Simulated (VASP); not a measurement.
Runs of VASP 6.6.1 on C. The structure is that of space group Fmmm (No. 69), or close to it. The cells are those of the table. 

| cell | pressure (GPa) | largest force (eV/Å) |
| --- | --- | --- |
| a = 2.526, b = 2.526, c = 8.707 Å, angles 90.0, 90.0, 124.5°, 4 atoms | 2.6 | 0.85 |
| a = 2.411, b = 2.411, c = 8.707 Å, angles 90.0, 90.0, 115.3°, 4 atoms | 2.8 | 1.38 |
| a = 2.570, b = 2.570, c = 8.707 Å, angles 90.0, 90.0, 125.6°, 4 atoms | -3.5 | 0.68 |
| a = 2.540, b = 2.540, c = 8.707 Å, angles 90.0, 90.0, 123.4°, 4 atoms | (b) | 0.46 |
| a = 2.557, b = 2.557, c = 8.707 Å, angles 90.0, 90.0, 126.7°, 4 atoms | (a) | 1.11 |

Alike in all rows: task single point; level PBE; potentials or basis VASP PAW PBE potentials, release 64 (C); no spin polarisation; k mesh 18 × 18 × 6; cutoff (eV) 520; smearing gaussian 0.15 eV.

**Question.** Fill in the values left out.

**Answer.** (a) 5.3; (b) -5.5.

Caveats: this functional lacks dispersion, which binds layers or chains, so the pressure and a relaxed spacing across them are unreliable; the stress differs along the axes, from -29 to 37 GPa (at least some runs); forces of over 1 eV/Å act on the atoms, so gaps and moduli don't describe the material at rest (at least some runs); the stress differs along the axes, from -43 to 33 GPa (at least some runs); the stress differs along the axes, from -31 to 14 GPa (at least some runs); the stress differs along the axes, from -41 to 57 GPa (at least some runs).
